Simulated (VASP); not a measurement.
Input of a VASP 6.6.1 run:

INCAR

```
PREC = Accurate
ENCUT = 520
EDIFF = 1E-6
ISMEAR = -1
SIGMA = 0.1
LREAL = False
LASPH = True
NELM = 80
ALGO = Normal
ISIF = 2
LWAVE = False
LCHARG = True
GGA = RP
LELF = True
LVHAR = True
NBANDS = 15
```

The input KPOINTS:

```
Automatic mesh
0
Gamma
  12 12 12
```

File POSCAR:

```
Fe
1.0
    0.0000000000      2.3909506508      2.3909506508
    2.3909506508      0.0000000000      2.3909506508
    2.3909506508      2.3909506508      0.0000000000
Fe
2
Direct
    0.1250000000      0.1250000000      0.1250000000
    0.8750000000      0.8750000000      0.8750000000
```

Potentials or basis: VASP PAW PBE potentials, release 64 (Fe).

Launch:

```console
$ cat potpaw_PBE.64/Fe/POTCAR > POTCAR
$ mpirun -np 1 vasp_std > vasp.out
```

(1) Estimate the band gap on the k mesh.

(2) Estimate the pressure.

Results:

(1) zero (band 8 reaches 4.51 eV, above the bottom of band 9 at 3.79 eV).

(2) 12.2 GPa.

Caveat: the PAW data sets were made with another functional, which shifts forces and pressure a little; the run has no spin polarisation, though such a crystal can be magnetic.
